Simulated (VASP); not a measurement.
Set up this calculation in VASP 6.6.1, as the native input.

| Item | Value |
| --- | --- |
| Task | single point |
| Functional | LDA |
| Potentials or basis | VASP PAW LDA potentials, release 64 (Sn_d, Ir) |
| Cutoff | 520 eV |
| k mesh | 10 × 10 × 10 |
| Occupations | fermi-dirac, width 0.05 eV |
| Spin | no spin polarisation |
| Dipole correction | no |
| Further INCAR settings | ALGO = Normal; EDIFF = 1e-06; NBANDS = 26 |

The structure of Sn2Ir lies in POSCAR:

```
Sn2Ir
1.0
    0.0000000000      3.0156519878      3.0156519878
    3.0156519878      0.0000000000      3.0156519878
    3.0156519878      3.0156519878      0.0000000000
Sn Ir
2 1
Direct
    0.7500000000      0.7500000000      0.7500000000
    0.2500000000      0.2500000000      0.2500000000
    0.0000000000      0.0000000000      0.0000000000
```

This cell differs from its parent crystal: volume scaled by 0.85.

These files were run (other wordings do the same):

INCAR

```
SYSTEM = Sn2Ir
ALGO     = Normal         ! electronic algorithm
EDIFF    = 1E-6           ! SCF threshold, eV
ENCUT    = 520            ! plane-wave cutoff, eV
GGA      = CA             ! functional
ISIF     = 2              ! what is computed and relaxed
ISMEAR   = -1             ! smearing method
LASPH    = .True.         ! aspherical terms in the spheres
LCHARG   = .False.        ! write CHGCAR
LREAL    = .False.        ! projectors in reciprocal space
LWAVE    = .False.        ! write WAVECAR
NBANDS   = 26             ! bands
NELM     = 100            ! most SCF steps
PREC     = Accurate       ! precision mode
SIGMA    = 0.05           ! smearing width, eV
```

KPOINTS

```
k-points
0
Gamma
  10 10 10
  0 0 0
```

Potentials or basis: VASP PAW LDA potentials, release 64 (Sn_d, Ir).

Command:

```bash
$ cat potpaw_LDA.64/Sn_d/POTCAR potpaw_LDA.64/Ir/POTCAR > POTCAR
$ mpirun -np 1 vasp_std > vasp.out
```

Results of the run:

```yaml
Pressure: 25.9 GPa
```

Run time: 100 s on 1 thread of AMD EPYC 7R43 64-Core Processor (Zen 3), on a shared host, peak memory 0.15 GiB.
